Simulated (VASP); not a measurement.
# Ag (P6_3/mmc) in VASP: a series of runs

The runs below take Ag through single point, with BLYP.

Program: VASP 6.6.1. These are calculated values, not measurements. Logs are shortened: lines on timing, memory, paths and dates and some standing lists are left out, and cuts for length are marked.

### 1 The cell of the first run

It takes space group P6_3/mmc (No. 194, hexagonal). Conventional cell: a = 3.001 Å, b = 3.001 Å, c = 9.902 Å, α = 90.00°, β = 90.00°, γ = 120.00°. Ag (site symmetry -6m2) has 12 Ag at 3.00 to 3.02 Å within 4.0 Å. Within 4.0 Å of Ag (site symmetry -3m) lie 12 Ag at 3.00 to 3.02 Å.

This isn't the form of Ag at room conditions, which is fcc.

### 2 Single point, BLYP

INCAR reads:

```
  AGGAC = 1.0
  AGGAX = 1.0
  ALDAC = 0.0
  ALDAX = 1.0
  ALGO = Normal
  EDIFF = 1E-6
  ENCUT = 520
  GGA = B5
  ISIF = 2
  ISMEAR = -1
  LASPH = T
  LCHARG = F
  LREAL = F
  LWAVE = F
  NBANDS = 30
  NELM = 60
  PREC = Accurate
  SIGMA = 0.1
```

KPOINTS reads:

```
k-points
0
Gamma
  13 13 3
```

POSCAR reads:

```
Ag
1.0
    3.0005859699      0.0000000000      0.0000000000
   -1.5002929850      2.5985836762      0.0000000000
    0.0000000000      0.0000000000      9.9017644385
Ag
4
Direct
    0.3333333333      0.6666666667      0.2500000000
    0.6666666667      0.3333333333      0.7500000000
    0.0000000000      1.0000000000      1.0000000000
    0.0000000000      1.0000000000      0.5000000000
```

Potentials or basis: VASP PAW PBE potentials, release 64 (Ag).

Command:

```sh
$ cat potpaw_PBE.64/Ag/POTCAR > POTCAR
$ mpirun -np 1 vasp_std > vasp.out
```

OUTCAR:

```text
EDIFF = 1E-6
   ENCUT = 520
   GGA = B5
   ISIF = 2
   ISMEAR = -1
   LASPH = T
   LREAL = F
   NELM = 60
   PREC = Accurate

 ion  position               nearest neighbor table
   1  0.333  0.667  0.250-   3 3.02   4 3.02   3 3.02   4 3.02   3 3.02   4 3.02
   2  0.667  0.333  0.750-   3 3.02   4 3.02   3 3.02   4 3.02   3 3.02   4 3.02
   3  0.000  0.000  0.000-   1 3.02   2 3.02   2 3.02   1 3.02   2 3.02   1 3.02
   4  0.000  0.000  0.500-   1 3.02   2 3.02   2 3.02   1 3.02   2 3.02   1 3.02

  LATTYP: Found a hexagonal cell.
 ALAT       =     3.0005859699
 C/A-ratio  =     3.2999435903

  Lattice vectors:

 A1 = (   3.0005859699,   0.0000000000,   0.0000000000)
 A2 = (  -1.5002929850,   2.5985836762,   0.0000000000)
 A3 = (   0.0000000000,   0.0000000000,   9.9017644385)

Analysis of symmetry for initial positions (statically):
=====================================================================
 Subroutine PRICEL returns:
 Original cell was already a primitive cell.

 Routine SETGRP: Setting up the symmetry group for a
 hexagonal supercell.

 Subroutine GETGRP returns: Found 24 space group operations
 (whereof 12 operations were pure point group operations)
 out of a pool of 24 trial point group operations.

The static configuration has the point symmetry D_3d.
 The point group associated with its full space group is D_6h.

Analysis of symmetry for dynamics (positions and initial velocities):
=====================================================================
 Subroutine PRICEL returns:
 Original cell was already a primitive cell.

 Routine SETGRP: Setting up the symmetry group for a
 hexagonal supercell.

 Subroutine GETGRP returns: Found 24 space group operations
 (whereof 12 operations were pure point group operations)
 out of a pool of 24 trial point group operations.

The dynamic configuration has the point symmetry D_3d.
 The point group associated with its full space group is D_6h.

 Subroutine INISYM returns: Found 24 space group operations
 (whereof 12 operations are pure point group operations),
 and found     1 'primitive' translations

----------------------------------------------------------------------------------------

                                     Primitive cell

  volume of cell :      77.2068

  direct lattice vectors                    reciprocal lattice vectors
     3.000585970  0.000000000  0.000000000     0.333268238  0.192412507  0.000000000
    -1.500292985  2.598583676  0.000000000     0.000000000  0.384825014  0.000000000
     0.000000000  0.000000000  9.901764439     0.000000000  0.000000000  0.100992102

  length of vectors
     3.000585970  3.000585970  9.901764439     0.384825014  0.384825014  0.100992102

  position of ions in fractional coordinates (direct lattice)
     0.333333333  0.666666667  0.250000000
     0.666666667  0.333333333  0.750000000
     0.000000000  0.000000000  0.000000000
     0.000000000  0.000000000  0.500000000

  ion indices of the primitive-cell ions
   primitive index   ion index
                 1           1
                 2           2
                 3           3
                 4           4

----------------------------------------------------------------------------------------

 KPOINTS: k-points

Automatic generation of k-mesh.
 Grid dimensions read from file:
 generate k-points for:   13   13    3

 Generating k-lattice:

  Cartesian coordinates                     Fractional coordinates (reciprocal lattice)
     0.025636018  0.014800962  0.000000000     0.076923077  0.000000000  0.000000000
     0.000000000  0.029601924  0.000000000     0.000000000  0.076923077  0.000000000
     0.000000000  0.000000000  0.033664034     0.000000000  0.000000000  0.333333333

  Length of vectors
     0.029601924  0.029601924  0.033664034

  Shift w.r.t. Gamma in fractional coordinates (k-lattice)
     0.000000000  0.000000000  0.000000000

 Subroutine IBZKPT returns following result:
 ===========================================

 Found     42 irreducible k-points:

 Following reciprocal coordinates:
            Coordinates               Weight
  0.000000  0.000000  0.000000      1.000000
  0.076923  0.000000  0.000000      6.000000
  0.153846  0.000000  0.000000      6.000000
  0.230769  0.000000  0.000000      6.000000
  0.307692  0.000000  0.000000      6.000000
  0.384615  0.000000  0.000000      6.000000
[... 16 lines left out ...]
  0.076923  0.000000  0.333333     12.000000
  0.153846  0.000000  0.333333     12.000000
 [... further k-points ...]
   k-points           NKPTS =     42   k-points in BZ     NKDIM =     42   number of bands    NBANDS=     30
   number of dos      NEDOS =    301   number of ions     NIONS =      4
   total plane-waves  NPLWV =  46080
   dimension x,y,z NGX =    24 NGY =   24 NGZ =   80
   dimension x,y,z NGXF=    48 NGYF=   48 NGZF=  160
   ions per type =               4
   NGX,Y,Z   is equivalent  to a cutoff of  13.30, 13.30, 13.43 a.u.
   NGXF,Y,Z  is equivalent  to a cutoff of  26.59, 26.59, 26.86 a.u.
 SYSTEM =  unknown system
   PREC   = accura    normal or accurate (medium, high low for compatibility)
   ISTART =      0    job   : 0-new  1-cont  2-samecut
   ICHARG =      2    charge: 1-file 2-atom 10-const
   ISPIN  =      1    spin polarized calculation?
   LNONCOLLINEAR =      F non collinear calculations
   LSORBIT =      F    spin-orbit coupling
   LASPH  =      T    aspherical Exc in radial PAW
   ENCUT  =  520.0 eV  38.22 Ry    6.18 a.u.   5.58  5.58 18.41*2*pi/ulx,y,z
   NELM   =     60;   NELMIN=  2; NELMDL= -5     # of ELM steps
   EDIFF  = 0.1E-05   stopping-criterion for ELM
   LREAL  =      F    real-space projection
   EDIFFG = 0.1E-04   stopping-criterion for IOM
   NSW    =      0    number of steps for IOM
   IBRION =     -1    ionic relax: 0-MD 1-quasi-New 2-CG
   NFREE  =      0    steps in history (QN), initial steepest desc. (CG)
   ISIF   =      2    stress and relaxation
   ISYM   =      2    0-nonsym 1-usesym 2-fastsym
   POTIM  = 0.5000    time-step for ionic-motion
   TEBEG  =    0.0;   TEEND  =   0.0 temperature during run
   PSTRESS=    0.0 pullay stress
   NELECT =      44.0000    total number of electrons
   NUPDOWN=      -1.0000    fix difference up-down
   EMIN   =  10.00;   EMAX   =-10.00  energy-range for DOS
   EFERMI =   0.00;   METHOD = LEGACY
   ISMEAR =    -1;   SIGMA  =   0.10  broadening in eV -4-tet -1-fermi 0-gaus
   EFERMI_NEDOS =   21; number of points for ismear=-14 and -15
   IALGO  =     38    algorithm
   IMIX   =      4    mixing-type and parameters
     AMIX     =   0.40;   BMIX     =  1.00
     AMIX_MAG =   1.60;   BMIX_MAG =  1.00
  volume/ion in A,a.u.               =      19.30       130.25
  Fermi-wavevector in a.u.,A,eV,Ry     =   1.357294  2.564914 25.065293  1.842247
  Thomas-Fermi vector in A             =   2.484225
   LORBIT       =      0    0 simple, 1 ext, 2 COOP (PROOUT), +10 PAW based schemes
   GGA     = B5    functional components
   LHFCALC =     F    Hartree Fock is set to
   AEXX    =    0.0000 exact exchange contribution
   IVDW    =     0    specifies the selected vdW correction
   LEPSILON=     F    determine dielectric tensor
   LRPA    =     F    only Hartree local field effects (RPA)
 non-spin polarized calculation
  energy-cutoff  :      520.00
  volume of cell :       77.21
 maximum number of plane-waves:      2113
 NGX is ok and might be reduce to    24
   NGX = 11   NGY = 11   NGZ = 37

 number of electron      43.9999993 magnetization

 Free energy of the ion-electron system (eV)
  ---------------------------------------------------
  ext. energy  EPLUGINS =         0.00000000
  ---------------------------------------------------
  free energy    TOTEN  =        -8.38767770 eV

  energy without entropy =       -8.34598116  energy(sigma->0) =       -8.36682943

 E-fermi :   7.5050     XC(G=0): -10.9272

 val. band max:        7.5010229133   @ k =   0.2308   0.2308   0.0000
 cond. band min:       7.5298697325   @ k =   0.2308   0.2308   0.0000
 fundamental gap:      0.0288468192
 Fermi energy:         7.5050292531

 k-point     1 :       0.0000    0.0000    0.0000
  band No.  band energies     occupation
      1       0.4701      2.00000
      2       1.5738      2.00000
      3       1.6293      2.00000
      4       1.6296      2.00000
      5       2.7964      2.00000
      6       2.8298      2.00000
[... 22 lines left out ...]
     29      23.0502      0.00000
     30      23.8034      0.00000

 k-point     2 :       0.0769    0.0000    0.0000
  band No.  band energies     occupation
      1       0.6201      2.00000
      2       1.6585      2.00000
      3       1.7539      2.00000
      4       1.7556      2.00000
      5       2.7683      2.00000
      6       2.7966      2.00000
[... 22 lines left out ...]
     29      22.7967      0.00000
     30      22.8591      0.00000

 k-point     3 :       0.1538    0.0000    0.0000
  band No.  band energies     occupation
      1       1.0409      2.00000
      2       1.8583      2.00000
      3       2.0593      2.00000
      4       2.0603      2.00000
      5       2.5476      2.00000
      6       2.6712      2.00000
[... 22 lines left out ...]
     29      20.8724      0.00000
     30      20.8878      0.00000

 k-point     4 :       0.2308    0.0000    0.0000
  band No.  band energies     occupation
      1       1.5778      2.00000
      2       1.9547      2.00000
      3       2.1478      2.00000
      4       2.2541      2.00000
      5       2.3786      2.00000
      6       2.4264      2.00000
[... 616 lines left out ...]
     29      22.9419      0.00000
     30      23.1756      0.00000

 k-point    23 :       0.0769    0.0000    0.3333
  band No.  band energies     occupation
      1       0.8079      2.00000
      2       1.3071      2.00000
      3       1.6977      2.00000
      4       1.7830      2.00000
      5       2.6930      2.00000
      6       2.7286      2.00000
[... 22 lines left out ...]
     29      22.4576      0.00000
     30      22.9896      0.00000

 k-point    24 :       0.1538    0.0000    0.3333
  band No.  band energies     occupation
      1       1.2099      2.00000
      2       1.6556      2.00000
      3       1.9104      2.00000
      4       2.0213      2.00000
      5       2.5815      2.00000
      6       2.6472      2.00000
[... 22 lines left out ...]
     29      20.9558      0.00000
     30      21.8633      0.00000

 [... further k-points ...]

------------------------ aborting loop because EDIFF is reached ----------------------------------------

  FORCE on cell =-STRESS in cart. coord.  units (eV):
  Direction    XX          YY          ZZ          XY          YZ          ZX
  --------------------------------------------------------------------------------------
  -------------------------------------------------------------------------------------
  Total        0.0376136      0.0376136      0.0370010     -0.0000000     -0.0000000      0.0000000
  in kB        0.7805486      0.7805486      0.7678357     -0.0000000     -0.0000000      0.0000000
  external PRESSURE =       0.7763110 kB  Pullay stress =       0.0000000 kB

 VOLUME and BASIS-vectors are now :
 -----------------------------------------------------------------------------
  energy-cutoff  :      520.00
  volume of cell :       77.21
      direct lattice vectors                 reciprocal lattice vectors
     3.000585970  0.000000000  0.000000000     0.333268238  0.192412507  0.000000000
    -1.500292985  2.598583676  0.000000000     0.000000000  0.384825014  0.000000000
     0.000000000  0.000000000  9.901764439     0.000000000  0.000000000  0.100992102

 POSITION                                       TOTAL-FORCE (eV/Angst)
 -----------------------------------------------------------------------------------
     -0.00000      1.73239      2.47544         0.000000     -0.000000      0.000000
      1.50029      0.86619      7.42632        -0.000000      0.000000      0.000000
      0.00000      0.00000      0.00000         0.000000      0.000000     -0.000000
      0.00000      0.00000      4.95088         0.000000      0.000000     -0.000000
 -----------------------------------------------------------------------------------
    total drift:                               -0.000000      0.000000     -0.000000

  FREE ENERGIE OF THE ION-ELECTRON SYSTEM (eV)
  ---------------------------------------------------
  free  energy   TOTEN  =        -8.3876777049 eV

  energy  without entropy=       -8.3459811615  energy(sigma->0) =       -8.36682943
```

Run time: 76 s. Hardware: 1 thread of AMD EPYC 9R45 (Zen 5), shared host; peak memory 0.21 GiB.

What came out:

```
Free energy            : -8.3877 eV
Pressure               : 0.1 GPa
Band gap on the k mesh : zero (bands 22 and 23 overlap by 6.32 eV)
```

Caveat: the PAW data sets were made with another functional, which shifts forces and pressure a little.

### 3 Single point, BLYP (16.99 Å³/atom)

This run uses another cell than the first one, of 16.99 Å³/atom.

INCAR reads:

```
SYSTEM = Ag
  PREC = Accurate
  ENCUT = 520
  EDIFF = 1E-7
  ISMEAR = -1
  SIGMA = 0.1
  LREAL = .False.
  LASPH = .True.
  NELM = 60
  ALGO = Normal
  ISIF = 2
  LWAVE = .False.
  LCHARG = .False.
  GGA = B5
  ALDAX = 1.0
  AGGAX = 1.0
  AGGAC = 1.0
  ALDAC = 0.0
  NBANDS = 30
```

KPOINTS reads:

```
Automatic mesh
0
Gamma
  14 14 4
  0 0 0
```

POSCAR reads:

```
Ag
1.0
    2.8754134398      0.0000000000      0.0000000000
   -1.4377067199      2.4901810853      0.0000000000
    0.0000000000      0.0000000000      9.4887021501
Ag
4
Direct
    0.3333333333      0.6666666667      0.2500000000
    0.6666666667      0.3333333333      0.7500000000
    0.0000000000      1.0000000000      1.0000000000
    0.0000000000      1.0000000000      0.5000000000
```

Potentials or basis: VASP PAW PBE potentials, release 64 (Ag).

Command:

```sh
$ cat potpaw_PBE.64/Ag/POTCAR > POTCAR
$ mpirun -np 1 vasp_std > vasp.out
```

It took 1.8 min on 1 thread of AMD EPYC 9R45 (Zen 5), shared host; peak memory 0.22 GiB.

Results (log left out):

| Quantity | Value |
| --- | --- |
| Free energy | -8.0506 eV |
| Pressure | 13.0 GPa |
| Band gap on the k mesh | zero (bands 22 and 23 overlap by 6.14 eV) |

Stress tensor (GPa, compression positive):
```
13.49  0.00  0.00
 0.00 13.49  0.00
 0.00  0.00 12.08
```

Levels at points of the mesh, in eV from the Fermi level:
| k point | band 20 | band 21 | band 22 | band 23 | band 24 | band 25 |
| --- | --- | --- | --- | --- | --- | --- |
| (0.00, 0.00, 0.00) | -3.55 | -3.55 | -3.15 | -3.15 | -0.35 | 3.39 |
| (0.50, 0.00, 0.00) | -2.92 | -0.06 | 0.84 | 1.08 | 1.61 | 4.30 |
| (0.00, 0.00, 0.50) | -3.31 | -3.31 | -3.31 | -2.48 | -2.48 | 6.33 |
| (0.50, 0.00, 0.50) | -2.94 | 0.34 | 0.34 | 1.46 | 1.46 | 4.74 |

Caveat: the cell stands under pressure; the PAW data sets were made with another functional, which shifts forces and pressure a little.

[end of part 1 of 3]
